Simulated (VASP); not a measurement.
Here is a VASP 6.6.1 calculation.

INCAR

```
PREC = Accurate
ENCUT = 520
EDIFF = 1E-6
ISMEAR = 0
SIGMA = 0.02
LREAL = False
LASPH = True
NELM = 60
ALGO = Normal
ISIF = 2
LWAVE = False
LCHARG = False
NBANDS = 29
```

Contents of KPOINTS:

```
Automatic mesh
0
Gamma
  6 6 6
```

File POSCAR:

```
CsCdCl3
1.0
    5.0681845006      0.0000000000      0.0000000000
    0.0000000000      5.0681845006      0.0000000000
    0.0000000000      0.0000000000      5.3166595528
Cs Cd Cl
1 1 3
Direct
    0.0000000000      0.0000000000      0.0000000000
    0.5000000000      0.5000000000      0.5000000000
    0.0000000000      0.5000000000      0.5000000000
    0.5000000000      0.0000000000      0.5000000000
    0.5000000000      0.5000000000      0.0000000000
```

Potentials or basis: VASP PAW LDA potentials, release 64 (Cs_sv, Cd, Cl).

The run is started by

```console
$ cat potpaw_LDA.64/Cs_sv/POTCAR potpaw_LDA.64/Cd/POTCAR potpaw_LDA.64/Cl/POTCAR > POTCAR
$ mpirun -np 1 vasp_std > vasp.out
```

Predict the band gap on the k mesh.

1.48 eV (least direct gap 2.25 eV).

Estimate the pressure.

-0.5 GPa.

Stress tensor (GPa, compression positive):
```
 0.30  0.00  0.00
 0.00  0.30  0.00
 0.00  0.00 -1.97
```

Caveat: the cell differs from its parent crystal (uniaxial strain along c: +4.0 %, then relaxed in part); spin-orbit coupling is left out, which moves the levels of the heavy elements. A k mesh can miss the band edges.
